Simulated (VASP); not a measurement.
GaGe3, 4 atoms in the cell. It takes space group Fm-3m (No. 225, cubic). The conventional cell has a = 6.729 Å, b = 6.729 Å, c = 6.729 Å, α = 90.00°, β = 90.00°, γ = 90.00°. Ge (site symmetry m-3m) has 8 Ge at 2.91 Å and 6 Ga at 3.36 Å within 3.8 Å. Within 3.8 Å of Ge (site symmetry -43m) lie 10 Ge at 2.91 to 3.36 Å and 4 Ga at 2.91 Å. Within 3.8 Å of Ga (site symmetry m-3m) lie 14 Ge at 2.91 to 3.36 Å. 

| Property | Result |
| --- | --- |
| Program | VASP 6.6.1 |
| Task | single point |
| Functional | PBE |
| Potentials or basis | VASP PAW PBE potentials, release 64 (Ge_d, Ga_d) |
| Cutoff | 520 eV |
| k mesh | 7 × 7 × 7 |
| Occupations | fermi-dirac, width 0.05 eV |
| Spin | no spin polarisation |
| Dipole correction | no |
| Further INCAR settings | ALGO = Normal; EDIFF = 1e-06; NBANDS = 36 |

Potentials or basis: VASP PAW PBE potentials, release 64 (Ge_d, Ga_d).

The run is started by

```sh
$ cat potpaw_PBE.64/Ge_d/POTCAR potpaw_PBE.64/Ga_d/POTCAR > POTCAR
$ mpirun -np 1 vasp_std > vasp.out
```

Hardware: 1 thread of Intel(R) Xeon(R) Platinum 8375C CPU @ 2.90GHz (Ice Lake), with other jobs on the host.

Problem. How long does it take, and how much memory?

Solution. Wall time 35 s on 1 thread of Intel(R) Xeon(R) Platinum 8375C CPU @ 2.90GHz (Ice Lake), on a shared host, peak memory 0.22 GiB. Counts: scf iterations 12, k points 20.
